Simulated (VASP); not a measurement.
The system is CoO.

```
CELL_PARAMETERS angstrom
2.63144 0.00000 0.00000
0.00000 2.63144 0.00000
0.00000 0.00000 2.63144
ATOMIC_POSITIONS crystal
Co 0.00000 0.00000 0.00000
O 0.50000 0.50000 0.50000
```

* Program: VASP 6.6.1
* Task: relaxation of cell and atoms
* Functional: r2SCAN
* Potentials or basis: VASP PAW PBE potentials, release 64 (Co_sv, O)
* Cutoff: 660 eV
* k mesh: 10 × 10 × 10
* Occupations: gaussian, width 0.02 eV
* Spin: no spin polarisation
* Hubbard terms: Co d U = 3.32 eV

At the start: pressure -23.8 GPa; volume 9.11 Å³/atom.

Question: Where does the relaxation end?

Answer: Over 6 steps the energy falls by 86.4 meV/atom and the volume is 8.07 Å³/atom (-11.4 %); space group Pm-3m (No. 221, to 0.1 Å) before and after.

The path:
| step | energy change (eV) | largest force (eV/Å) | pressure (GPa) | volume (Å³) |
| --- | --- | --- | --- | --- |
| 1 | 0.0000 | 0.0000 | -23.82 | 18.22 |
| 2 | -0.0793 | 0.0000 | 25.38 | 14.88 |
| 3 | -0.1728 | 0.0000 | -0.23 | 16.16 |
| 4 | -0.1728 | 0.0000 | 0.40 | 16.12 |
| 5 | -0.1728 | 0.0000 | -0.28 | 16.17 |
| 6 | -0.1728 | 0.0000 | 0.10 | 16.15 |

Final structure:
```cif
data_structure
_symmetry_space_group_name_H-M 'P 1'
_symmetry_Int_Tables_number 1
_cell_length_a 2.5274
_cell_length_b 2.5274
_cell_length_c 2.5274
_cell_angle_alpha 90.000
_cell_angle_beta 90.000
_cell_angle_gamma 90.000
_cell_volume 16.15
loop_
_atom_site_label
_atom_site_type_symbol
_atom_site_fract_x
_atom_site_fract_y
_atom_site_fract_z
_atom_site_occupancy
Co1 Co 0.00000 0.00000 0.00000 1
O1 O 0.50000 0.50000 0.50000 1
```

Caveat: the PAW data sets were made with another functional, which shifts forces and pressure a little; an odd number of electrons without spin polarisation forces a metal; a magnetic or distorted state may lie lower; the run has no spin polarisation, though such a crystal can be magnetic; U without spin polarisation on a metal has little footing.
